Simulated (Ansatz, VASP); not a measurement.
## One calculation of InSe, two programs

```xyz
4
Lattice="5.8679 -2.0550 0.0000 5.8679 2.0550 0.0000 -1.5994 0.0000 4.3237" Properties=species:S:1:pos:R:3 pbc="T T T"
In   10.3473    0.0000    0.1369
In   -0.2109    0.0000    4.1867
Se    6.6719    0.0000    2.7702
Se    3.4645    0.0000    1.5535
```

Alike in both runs: functional PBEsol; dispersion D3(BJ); k mesh 10 × 10 × 8; occupations gaussian, width 0.02 eV; no spin polarisation.

Ansatz relaxed the structure, and its values are those at the end. VASP's run is a single point on that final structure, the one shown.

```csv
,VASP,Ansatz
version,VASP 6.6.1,Ansatz 0.2.0
potentials or method,"VASP PAW PBE potentials, release 64 (In_d, Se), cutoff 520 eV","scalar-relativistic, plane waves, PAW"
valence electrons in the cell,38,58
```

```csv
,VASP,Ansatz,Ansatz less VASP
gap on the k mesh at the Fermi level (eV),0.80,0.81,+0.005
least direct gap on the mesh (eV),1.01,1.01,+0.007
pressure (GPa),-2.1,-2.2,-0.09
rms of the force components (eV/Å),0.009,0.001,-0.0089
```

VASP's potentials were made for PBE, not for PBEsol. VASP's potentials hold 38 valence electrons a cell and Ansatz's 58, so a difference there can come from the potentials and not from the codes. Ansatz's warnings: stress scf threshold loose.
